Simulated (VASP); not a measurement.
A run of VASP 6.6.1 is set up as follows.

File INCAR:

```
SYSTEM = C
PREC = Accurate
ENCUT = 520
EDIFF = 1E-6
ISMEAR = 0
SIGMA = 0.1
LREAL = Auto
LASPH = .True.
NELM = 80
ALGO = Normal
ISIF = 2
LWAVE = .False.
LCHARG = .False.
LDIPOL = .True.
IDIPOL = 3
DIPOL = 0.5 0.5 0.325
GGA = PE
NBANDS = 58
```

KPOINTS

```
Automatic mesh
0
Gamma
  4 3 1
  0 0 0
```

File POSCAR:

```
C
1.0
    8.5436715397      0.0000000000      0.0000000000
   -2.1359178849      8.6110540261      0.0000000000
    0.0000000000      0.0000000000     20.2788007832
C
21
Direct
    0.0782061927      0.9794914374      0.1972503228
    0.5782061927      0.9794914374      0.1972503228
    0.4115395260      0.9794914374      0.1972503228
    0.9115395260      0.9794914374      0.1972503228
    0.3230790521      0.9589828749      0.2574344515
    0.8230790521      0.9589828749      0.2574344515
    0.1564123854      0.9589828749      0.2574344515
    0.6564123854      0.9589828749      0.2574344515
    0.0669021140      0.9383828210      0.3175270363
    0.5669021140      0.9383828210      0.3175270363
    0.4022889475      0.9383826198      0.3175270428
    0.9022889475      0.9383826198      0.3175270428
    0.3111130272      0.9176686575      0.3778997954
    0.8111130272      0.9176686575      0.3778997954
    0.1477209690      0.9176686633      0.3778997232
    0.6477209690      0.9176686633      0.3778997232
    0.0473696781      0.8987954720      0.4329048592
    0.5473696781      0.8987954720      0.4329048592
    0.4020261490      0.8987947670      0.4329053220
    0.9020261490      0.8987947670      0.4329053220
    0.2973696781      0.8987954720      0.4884975219
```

Potentials or basis: VASP PAW PBE potentials, release 64 (C).

Run with:

```bash
$ cat potpaw_PBE.64/C/POTCAR > POTCAR
$ mpirun -np 1 vasp_std > vasp.out
```

(1) What does it give for the band gap on the k mesh?

(2) Predict the largest force.

Results:

(1) 0.27 eV, direct.

(2) 9.947 eV/Å.
